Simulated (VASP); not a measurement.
# ZrB2 (P6/mmm) in VASP: further runs

The runs below take ZrB2 through relaxation of cell and atoms, single point, with r2SCAN+U.

All numbers are computed with VASP 6.6.1; they aren't measurements. Logs are shortened: lines on timing, memory, paths and dates and some standing lists are left out, and cuts for length are marked.

## (1) The cell of the first run

The structure is hexagonal, space group P6/mmm (No. 191). The conventional cell has a = 3.170 Å, b = 3.170 Å, c = 3.533 Å, α = 90.00°, β = 90.00°, γ = 120.00°. Within 3.6 Å of Zr (site symmetry 6/mmm) lie 12 B at 2.54 Å and 8 Zr at 3.17 to 3.53 Å. B (site symmetry -6m2) has 3 B at 1.83 Å within 2.4 Å.

## (2) Relaxation of cell and atoms, r2SCAN+U

POSCAR reads:

```
ZrB2
1.0
    3.1700000000      0.0000000000      0.0000000000
   -1.5850000000      2.7453005300      0.0000000000
    0.0000000000      0.0000000000      3.5330000000
Zr B
1 2
Direct
    0.0000000000      0.0000000000      0.0000000000
    0.6666666667      0.3333333333      0.5000000000
    0.3333333333      0.6666666667      0.5000000000
```

INCAR.step1 reads:

```
PREC     = Accurate       # precision mode
ENCUT    = 600            # plane-wave cutoff, eV
ISMEAR   = -1             # smearing method
SIGMA    = 0.05           # smearing width, eV
LREAL    = F              # projectors in reciprocal space
LASPH    = T              # aspherical terms in the spheres
NELM     = 150            # most SCF steps
LMAXMIX  = 4              # l up to which the mixer works
LDAU     = T              # DFT+U
LDAUTYPE = 2            
LDAUL    = 2 -1           # shell
LDAUU    = 2 0            # U, eV
LDAUJ    = 0 0          
GGA      = PE             # functional
ALGO     = Normal         # electronic algorithm
EDIFF    = 1E-4           # SCF threshold, eV
LWAVE    = T              # write WAVECAR
LCHARG   = F              # write CHGCAR
```

INCAR.step2 reads:

```
PREC     = Accurate       # precision mode
ENCUT    = 600            # plane-wave cutoff, eV
EDIFF    = 1E-6           # SCF threshold, eV
ISMEAR   = -1             # smearing method
SIGMA    = 0.05           # smearing width, eV
LREAL    = F              # projectors in reciprocal space
LASPH    = T              # aspherical terms in the spheres
NELM     = 150            # most SCF steps
ALGO     = Normal         # electronic algorithm
ISIF     = 3              # what is computed and relaxed
LWAVE    = F              # write WAVECAR
LCHARG   = F              # write CHGCAR
LMAXMIX  = 4              # l up to which the mixer works
LDAU     = T              # DFT+U
LDAUTYPE = 2            
LDAUL    = 2 -1           # shell
LDAUU    = 2 0            # U, eV
LDAUJ    = 0 0          
LDAUPRINT= 1            
METAGGA  = R2SCAN         # meta-GGA
LMIXTAU  = T            
IBRION   = 2              # ionic algorithm
NSW      = 60             # ionic steps
EDIFFG   = -0.01          # ionic threshold
ISTART   = 1
```

KPOINTS reads:

```
regular mesh
0
Gamma
  10 10 8
```

Potentials or basis: VASP PAW PBE potentials, release 64 (Zr_sv, B).

Run with:

```console
> cat potpaw_PBE.64/Zr_sv/POTCAR potpaw_PBE.64/B/POTCAR > POTCAR
> cp INCAR.step1 INCAR
> mpirun -np 1 vasp_std > vasp.out
> cp INCAR.step2 INCAR
> mpirun -np 1 vasp_std > vasp.out
```

OUTCAR:

```text
PREC = Accurate
   ENCUT = 600
   EDIFF = 1E-6
   ISMEAR = -1
   LREAL = F
   LASPH = T
   NELM = 150
   ISIF = 3
   METAGGA = R2SCAN
   IBRION = 2
   NSW = 60
   EDIFFG = -0.01
   ISTART = 1

 ion  position               nearest neighbor table
   1  0.000  0.000  0.000-   2 2.54   3 2.54   2 2.54   3 2.54   2 2.54   2 2.54   3 2.54   3 2.54
                             2 2.54   2 2.54   3 2.54   3 2.54
   2  0.667  0.333  0.500-   3 1.83   3 1.83   3 1.83   1 2.54   1 2.54   1 2.54   1 2.54   1 2.54
                             1 2.54
   3  0.333  0.667  0.500-   2 1.83   2 1.83   2 1.83   1 2.54   1 2.54   1 2.54   1 2.54   1 2.54
                             1 2.54

  LATTYP: Found a hexagonal cell.
 ALAT       =     3.1700000000
 C/A-ratio  =     1.1145110410

  Lattice vectors:

 A1 = (   3.1700000000,   0.0000000000,   0.0000000000)
 A2 = (  -1.5850000000,   2.7453005300,   0.0000000000)
 A3 = (   0.0000000000,   0.0000000000,   3.5330000000)

Analysis of symmetry for initial positions (statically):
=====================================================================
 Subroutine PRICEL returns:
 Original cell was already a primitive cell.

 Routine SETGRP: Setting up the symmetry group for a
 hexagonal supercell.

 Subroutine GETGRP returns: Found 24 space group operations
 (whereof 24 operations were pure point group operations)
 out of a pool of 24 trial point group operations.

The static configuration has the point symmetry D_6h.

Analysis of symmetry for dynamics (positions and initial velocities):
=====================================================================
 Subroutine PRICEL returns:
 Original cell was already a primitive cell.

 Routine SETGRP: Setting up the symmetry group for a
 hexagonal supercell.

 Subroutine GETGRP returns: Found 24 space group operations
 (whereof 24 operations were pure point group operations)
 out of a pool of 24 trial point group operations.

The dynamic configuration has the point symmetry D_6h.

 Subroutine INISYM returns: Found 24 space group operations
 (whereof 24 operations are pure point group operations),
 and found     1 'primitive' translations

----------------------------------------------------------------------------------------

                                     Primitive cell

  volume of cell :      30.7463

  direct lattice vectors                    reciprocal lattice vectors
     3.170000000  0.000000000  0.000000000     0.315457413  0.182129422  0.000000000
    -1.585000000  2.745300530  0.000000000     0.000000000  0.364258845  0.000000000
     0.000000000  0.000000000  3.533000000     0.000000000  0.000000000  0.283045570

  length of vectors
     3.170000000  3.170000000  3.533000000     0.364258845  0.364258845  0.283045570

  position of ions in fractional coordinates (direct lattice)
     0.000000000  0.000000000  0.000000000
     0.666666667  0.333333333  0.500000000
     0.333333333  0.666666667  0.500000000

  ion indices of the primitive-cell ions
   primitive index   ion index
                 1           1
                 2           2
                 3           3

----------------------------------------------------------------------------------------

 KPOINTS: regular mesh

Automatic generation of k-mesh.
 Grid dimensions read from file:
 generate k-points for:   10   10    8

 Generating k-lattice:

  Cartesian coordinates                     Fractional coordinates (reciprocal lattice)
     0.031545741  0.018212942  0.000000000     0.100000000  0.000000000  0.000000000
[... 74 lines left out ...]
   ISMEAR =    -1;   SIGMA  =   0.05  broadening in eV -4-tet -1-fermi 0-gaus
   EFERMI_NEDOS =   21; number of points for ismear=-14 and -15
   IALGO  =     38    algorithm
   IMIX   =      4    mixing-type and parameters
     AMIX     =   0.40;   BMIX     =  1.00
     AMIX_MAG =   1.60;   BMIX_MAG =  1.00
  volume/ion in A,a.u.               =      10.25        69.16
  Fermi-wavevector in a.u.,A,eV,Ry     =   1.369519  2.588016 25.518847  1.875582
  Thomas-Fermi vector in A             =   2.495387
   LORBIT       =      0    0 simple, 1 ext, 2 COOP (PROOUT), +10 PAW based schemes
 LDA+U is selected, type is set to LDAUTYPE =  2
   angular momentum for each species LDAUL =     2   -1
   U (eV)           for each species LDAUU =   2.0  0.0
   J (eV)           for each species LDAUJ =   0.0  0.0
   METAGGA = R2SCAN    functional components
   LHFCALC =     F    Hartree Fock is set to
   AEXX    =    0.0000 exact exchange contribution
   IVDW    =     0    specifies the selected vdW correction
   LEPSILON=     F    determine dielectric tensor
   LRPA    =     F    only Hartree local field effects (RPA)
 conjugate gradient relaxation of ions
 non-spin polarized calculation
  energy-cutoff  :      600.00
  volume of cell :       30.75
 maximum number of plane-waves:      1046
 NGX is ok and might be reduce to    28
   NGX = 13   NGY = 13   NGZ = 15

--------------------------------------- Ionic step        1  -------------------------------------------

 number of electron      18.0000000 magnetization

 Free energy of the ion-electron system (eV)
  ---------------------------------------------------
  ext. energy  EPLUGINS =         0.00000000
  ---------------------------------------------------
  free energy    TOTEN  =       -39.20888165 eV

  energy without entropy =      -39.20614809  energy(sigma->0) =      -39.20751487

------------------------ aborting loop because EDIFF is reached ----------------------------------------

  FORCE on cell =-STRESS in cart. coord.  units (eV):
  Direction    XX          YY          ZZ          XY          YZ          ZX
  --------------------------------------------------------------------------------------
  -------------------------------------------------------------------------------------
  Total        0.8198909      0.8198909      1.5260193      0.0000000     -0.0000000     -0.0000000
  in kB       42.7241940     42.7241940     79.5202642      0.0000000     -0.0000000     -0.0000000
  external PRESSURE =      54.9895507 kB  Pullay stress =       0.0000000 kB
[... 92 lines left out ...]
  FREE ENERGIE OF THE ION-ELECTRON SYSTEM (eV)
  ---------------------------------------------------
  free  energy   TOTEN  =       -39.2225598895 eV

  energy  without entropy=      -39.2198948992  energy(sigma->0) =      -39.22122739

atom =   1  type =  1  l = 2

 onsite density matrix

spin component  1

  0.1784  0.0000 -0.0000 -0.0000  0.0000
  0.0000  0.1589  0.0000  0.0000  0.0000
 -0.0000  0.0000  0.1482  0.0000  0.0000
 -0.0000  0.0000  0.0000  0.1589  0.0000
  0.0000  0.0000  0.0000  0.0000  0.1784

spin component  2

  0.1784  0.0000 -0.0000 -0.0000  0.0000
  0.0000  0.1589  0.0000  0.0000  0.0000
 -0.0000  0.0000  0.1482  0.0000  0.0000
 -0.0000  0.0000  0.0000  0.1589  0.0000
  0.0000  0.0000  0.0000  0.0000  0.1784

 occupancies and eigenvectors

  o =  0.1482  v =  0.0000 -0.0000  1.0000  0.0000 -0.0000  0.0000  0.0000  0.0000  0.0000  0.0000      0.0000  0.0000  0.0000  0.0000  0.0000  0.0000  0.0000  0.0000  0.0000  0.0000
  o =  0.1482  v =  0.0000  0.0000  0.0000  0.0000  0.0000  0.0000 -0.0000  1.0000  0.0000 -0.0000      0.0000  0.0000  0.0000  0.0000  0.0000  0.0000  0.0000  0.0000  0.0000  0.0000
  o =  0.1589  v =  0.0000  0.0000 -0.0000  1.0000  0.0000  0.0000  0.0000  0.0000  0.0000  0.0000      0.0000  0.0000  0.0000  0.0000  0.0000  0.0000  0.0000  0.0000  0.0000  0.0000
  o =  0.1589  v =  0.0000  0.0000  0.0000  0.0000  0.0000  0.0000  0.0000 -0.0000  1.0000  0.0000      0.0000  0.0000  0.0000  0.0000  0.0000  0.0000  0.0000  0.0000  0.0000  0.0000
  o =  0.1589  v =  0.0000 -1.0000 -0.0000  0.0000  0.0000  0.0000  0.0000  0.0000  0.0000  0.0000      0.0000  0.0000  0.0000  0.0000  0.0000  0.0000  0.0000  0.0000  0.0000  0.0000
  o =  0.1589  v =  0.0000  0.0000  0.0000  0.0000  0.0000  0.0000 -1.0000 -0.0000  0.0000  0.0000      0.0000  0.0000  0.0000  0.0000  0.0000  0.0000  0.0000  0.0000  0.0000  0.0000
  o =  0.1784  v =  0.0000  0.0000  0.0000  0.0000  0.0000 -0.9997  0.0000  0.0000  0.0000  0.0233      0.0000  0.0000  0.0000  0.0000  0.0000  0.0000  0.0000  0.0000  0.0000  0.0000
  o =  0.1784  v = -0.9997  0.0000  0.0000  0.0000  0.0233  0.0000  0.0000  0.0000  0.0000  0.0000      0.0000  0.0000  0.0000  0.0000  0.0000  0.0000  0.0000  0.0000  0.0000  0.0000
  o =  0.1784  v = -0.0233 -0.0000 -0.0000  0.0000 -0.9997  0.0000  0.0000  0.0000  0.0000  0.0000      0.0000  0.0000  0.0000  0.0000  0.0000  0.0000  0.0000  0.0000  0.0000  0.0000
  o =  0.1784  v =  0.0000  0.0000  0.0000  0.0000  0.0000 -0.0233 -0.0000 -0.0000  0.0000 -0.9997      0.0000  0.0000  0.0000  0.0000  0.0000  0.0000  0.0000  0.0000  0.0000  0.0000

--------------------------------------- Ionic step        4  -------------------------------------------

 number of electron      18.0000000 magnetization

 Free energy of the ion-electron system (eV)
  ---------------------------------------------------
  ext. energy  EPLUGINS =         0.00000000
  ---------------------------------------------------
  free energy    TOTEN  =       -39.22356632 eV

  energy without entropy =      -39.22100876  energy(sigma->0) =      -39.22228754

 E-fermi :  10.5986     XC(G=0): -13.2529

 val. band max:       10.5767590819   @ k =   0.2000   0.2000   0.1250
 cond. band min:      10.6922402072   @ k =   0.0000   0.0000   0.2500
 fundamental gap:      0.1154811253
 Fermi energy:        10.5985938035

 k-point     1 :       0.0000    0.0000    0.0000
  band No.  band energies     occupation
      1     -40.3538      2.00000
      2     -17.8077      2.00000
      3     -17.2599      2.00000
      4     -17.2599      2.00000
      5      -3.0681      2.00000
      6       7.7305      2.00000
      7       7.9495      2.00000
      8       7.9495      2.00000
      9       7.9727      2.00000
     10      14.3649      0.00000
     11      14.3649      0.00000
     12      14.9159      0.00000
     13      14.9159      0.00000
[... 354 lines left out ...]
  band No.  band energies     occupation
      1     -40.2349      2.00000
      2     -18.1288      2.00000
      3     -17.6729      2.00000
      4     -17.5158      2.00000
      5       0.5931      2.00000
      6       1.9894      2.00000
      7       6.1114      2.00000
      8       6.8890      2.00000
      9       8.5155      2.00000
     10      11.7558      0.00000
     11      14.4751      0.00000
     12      14.6916      0.00000
     13      16.5060      0.00000

 [... further k-points ...]

------------------------ aborting loop because EDIFF is reached ----------------------------------------

  FORCE on cell =-STRESS in cart. coord.  units (eV):
  Direction    XX          YY          ZZ          XY          YZ          ZX
  --------------------------------------------------------------------------------------
  -------------------------------------------------------------------------------------
  Total        0.0044296      0.0044296     -0.0083607      0.0000000     -0.0000000     -0.0000000
  in kB        0.2256135      0.2256135     -0.4258345      0.0000000     -0.0000000     -0.0000000
  external PRESSURE =       0.0084641 kB  Pullay stress =       0.0000000 kB
[... 18 lines left out ...]
  FREE ENERGIE OF THE ION-ELECTRON SYSTEM (eV)
  ---------------------------------------------------
  free  energy   TOTEN  =       -39.2235663247 eV

  energy  without entropy=      -39.2210087585  energy(sigma->0) =      -39.22228754

 reached required accuracy - stopping structural energy minimisation
```

Wall time 8.2 min (1 thread of AMD EPYC 7R43 (Zen 3), shared host); peak memory 0.16 GiB.

Results:

| Item | Value |
| --- | --- |
| Free energy | -39.2236 eV |
| Relaxed volume | 10.49 Å³/atom |
| Relaxed cell | a = 3.181 Å, b = 3.181 Å, c = 3.589 Å, α = 90.00°, β = 90.00°, γ = 120.00° |
| Space group after relaxing (to 0.1 Å) | P6/mmm (No. 191) |
| Energy gained by relaxing | 4.9 meV/atom |
| Ionic steps | 4 |
| Pressure after relaxing | 0.0 GPa |
| Band gap on the k mesh | zero (bands 9 and 10 overlap by 1.03 eV) |

Step by step:
```csv
step,energy change (eV),largest force (eV/Å),pressure (GPa),volume (Å³)
1,0.0000,0.0000,5.50,30.75
2,0.0029,0.0000,-6.23,32.34
3,-0.0137,0.0000,-0.37,31.49
4,-0.0147,0.0000,0.00,31.46
```

Final structure:
```xyz
3
Lattice="3.1813 0.0000 0.0000 -1.5907 2.7551 0.0000 0.0000 0.0000 3.5889" Properties=species:S:1:pos:R:3 pbc="T T T"
Zr    3.1813    0.0000    3.5889
B     1.5907    0.9184    1.7945
B     0.0000    1.8367    1.7945
```

Eigenvalues of the final occupation matrices:
| site | spin | trace | eigenvalues |
| --- | --- | --- | --- |
| site 1 d | 1 | 0.82 | 0.15 0.16 0.16 0.18 0.18 |
| site 1 d | 2 | 0.82 | 0.15 0.16 0.16 0.18 0.18 |

Caveat: the PAW data sets were made with another functional, which shifts forces and pressure a little; U without spin polarisation on a metal has little footing; the U is typed as a test and isn't derived for this compound. Zero-point motion and thermal expansion aren't in these numbers.

[end of part 1 of 2]
